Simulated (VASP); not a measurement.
Wanted: the native input for a VASP 6.6.1 run.

```yaml
Task: single point
Functional: LDA
Potentials_or_basis: VASP PAW LDA potentials, release 64 (Al, N)
Cutoff: 520 eV
k_mesh: 8 × 8 × 6
Occupations: gaussian, width 0.05 eV
Spin: no spin polarisation
Dipole_correction: no
Further_INCAR_settings: ALGO = Normal; EDIFF = 1e-06; NBANDS = 16
```

The structure of AlN lies in POSCAR:

```
AlN
1.0
    0.0000000000     -1.9888743075     -1.9888743075
    0.0000000000      1.9888743075     -1.9888743075
    3.9777486148      0.0000000000      0.0000000000
Al N
2 2
Direct
    0.5167537586      0.4832462414      0.0000000000
   -0.0167537586      0.0167537586      0.5000000000
    0.4931383696      0.5068616304      0.5000000000
    0.0068616304      0.9931383696      0.0000000000
```

These files were run (other wordings do the same):

INCAR

```
PREC = Accurate
ENCUT = 520
EDIFF = 1E-6
ISMEAR = 0
SIGMA = 0.05
LREAL = F
LASPH = T
NELM = 100
ALGO = Normal
ISIF = 2
LWAVE = F
LCHARG = F
NBANDS = 16
```

KPOINTS

```
Automatic mesh
0
Gamma
  8 8 6
```

Potentials or basis: VASP PAW LDA potentials, release 64 (Al, N).

Run with:

```bash
$ cat potpaw_LDA.64/Al/POTCAR potpaw_LDA.64/N/POTCAR > POTCAR
$ mpirun -np 1 vasp_std > vasp.out
```

Results of the run:

* Pressure: 8.4 GPa
* Largest force: 0.813 eV/Å
* Band gap on the k mesh: 4.91 eV

Wall time 30 s on 1 thread of Intel(R) Xeon(R) Platinum 8259CL CPU @ 2.50GHz (Skylake/Cascade Lake) (shared host), peak memory 0.15 GiB.
